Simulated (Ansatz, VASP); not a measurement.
## Sb in VASP and in Ansatz

```
Sb
1.0
     2.10400    1.21474    3.43595
    -2.10400    1.21474    3.43595
     0.00000   -2.42949    3.43595
Sb
2
Direct
  0.24998 0.24998 0.24998
  0.75002 0.75002 0.75002
```

Alike in both runs: task single point; functional PBE; dispersion D3(BJ); k mesh 12 × 12 × 12; occupations fermi-dirac, width 0.1 eV; no spin polarisation.

|  | VASP | Ansatz |
| --- | --- | --- |
| version | VASP 6.6.1 | Ansatz 0.2.0 |
| potentials or method | VASP PAW PBE potentials, release 64 (Sb), cutoff 520 eV | scalar-relativistic, plane waves, PAW |
| valence electrons in the cell | 10 | 30 |

|  | VASP | Ansatz | Ansatz less VASP |
| --- | --- | --- | --- |
| gap on the k mesh at the Fermi level (eV) | none | none | - |
| pressure (GPa) | 6.6 | 6.5 | -0.10 |

A gap of «none» marks a metal or a gap that the smearing closes. VASP's potentials hold 10 valence electrons a cell and Ansatz's 30, so a difference there can come from the potentials and not from the codes.

Neither program's run includes spin-orbit coupling.
